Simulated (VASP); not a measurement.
Set up this calculation in VASP 6.6.1, as the native input.

| Item | Value |
| --- | --- |
| Task | single point |
| Functional | PBE |
| Potentials or basis | VASP PAW PBE potentials, release 64 (Ga_d) |
| Cutoff | 520 eV |
| k mesh | 16 × 16 × 16 |
| Occupations | fermi-dirac, width 0.05 eV |
| Spin | no spin polarisation |
| Dipole correction | no |
| Further INCAR settings | ALGO = Normal; EDIFF = 1e-06; NBANDS = 12 |

The structure of Ga lies in POSCAR:

```
Ga
1.0
    2.2957487453      0.0000000000      0.0000000000
    0.0000000000      2.2957487453      0.0000000000
    0.0000000000      0.0000000000      2.2957487453
Ga
1
Direct
    0.0000000000      0.0000000000      0.0000000000
```

This isn't the form of Ga at room conditions, which is orthorhombic.

One way to write it, as run:

INCAR

```
PREC = Accurate
ENCUT = 520
EDIFF = 1E-6
ISMEAR = -1
SIGMA = 0.05
LREAL = F
LASPH = T
NELM = 80
ALGO = Normal
ISIF = 2
LWAVE = F
LCHARG = F
GGA = PE
NBANDS = 12
```

KPOINTS

```
regular mesh
0
Gamma
  16 16 16
```

Potentials or basis: VASP PAW PBE potentials, release 64 (Ga_d).

Launch:

```bash
$ cat potpaw_PBE.64/Ga_d/POTCAR > POTCAR
$ mpirun -np 1 vasp_std > vasp.out
```

Results of the run:

| Property | Result |
| --- | --- |
| Pressure | 82.6 GPa |
| Band gap on the k mesh | zero (an odd number of electrons rules out a gap without spin polarisation) |

Caveat: the cell stands under pressure.

It took 22 s on 1 thread of Intel Xeon 8259CL (shared host), peak memory 0.14 GiB.
